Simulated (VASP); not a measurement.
Crystal: SrTiO3.

```
Sr Ti O
1.0
     3.89141    0.00000    0.00000
     0.00000    3.89141    0.00000
     0.00000    0.00000    3.89141
Sr Ti O
1 1 3
Direct
  0.00000 0.00000 0.00000
  0.50000 0.50000 0.50000
  0.50000 0.50000 0.00000
  0.00000 0.50000 0.50000
  0.50000 0.00000 0.50000
```

Base run:

| Quantity | Value |
| --- | --- |
| Program | VASP 6.6.1 |
| Functional | r2SCAN |
| Potentials or basis | VASP PAW PBE potentials, release 64 (Sr_sv, Ti_sv, O) |
| Cutoff | 520 eV |
| k mesh | 6 × 6 × 6 |
| Occupations | fermi-dirac, width 0.05 eV |
| Spin | no spin polarisation |

Its results: band gap on the k mesh 2.30 eV, indirect (least direct gap 2.68 eV); pressure 3.3 GPa.

**Question.** The run is repeated on the same cell with these changes: functional from r2SCAN to PBEsol; further incar settings from ALGO = Normal; EDIFF = 1e-07; NBANDS = 28 to ALGO = Normal; EDIFF = 1e-06; NBANDS = 28. What comes out?

**Answer.** Band gap on the k mesh 1.82 eV, indirect (least direct gap 2.17 eV); pressure 0.6 GPa.

Caveats: the PAW data sets were made with another functional, which shifts forces and pressure a little.

A k mesh can miss the band edges.
